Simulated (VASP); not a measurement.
Here is a VASP 6.6.1 calculation.

Contents of INCAR:

```
SYSTEM = ZrB
  PREC = Accurate
  ENCUT = 520
  EDIFF = 1E-6
  ISMEAR = 0
  SIGMA = 0.15
  LREAL = .FALSE.
  LASPH = .TRUE.
  NELM = 100
  ALGO = Normal
  ISIF = 2
  LWAVE = .FALSE.
  LCHARG = .FALSE.
  GGA = PS
  NBANDS = 14
```

Contents of KPOINTS:

```
regular mesh
0
G
  18 18 18
  0 0 0
```

POSCAR

```
ZrB
1.0
    0.0145312500      2.3250000000      2.3250000000
    2.3395312500      0.0000000000      2.3395312500
    2.3250000000      2.3250000000      0.0145312500
Zr B
1 1
Direct
    0.0000000000      0.0000000000      0.0000000000
    0.5000000000      0.5000000000      0.5000000000
```

Potentials or basis: VASP PAW PBE potentials, release 64 (Zr_sv, B).

Launch:

```sh
$ cat potpaw_PBE.64/Zr_sv/POTCAR potpaw_PBE.64/B/POTCAR > POTCAR
$ mpirun -np 1 vasp_std > vasp.out
```

(1) Estimate the pressure.

(2) What does it give for the band gap on the k mesh?

Answers

(1) 29.7 GPa.

(2) zero (an odd number of electrons rules out a gap without spin polarisation).

Caveat: the cell differs from its parent crystal (strain +0.0125 x Voigt [0, 0, 0, 0, 1, 0]); the cell stands under pressure; the PAW data sets were made with another functional, which shifts forces and pressure a little.
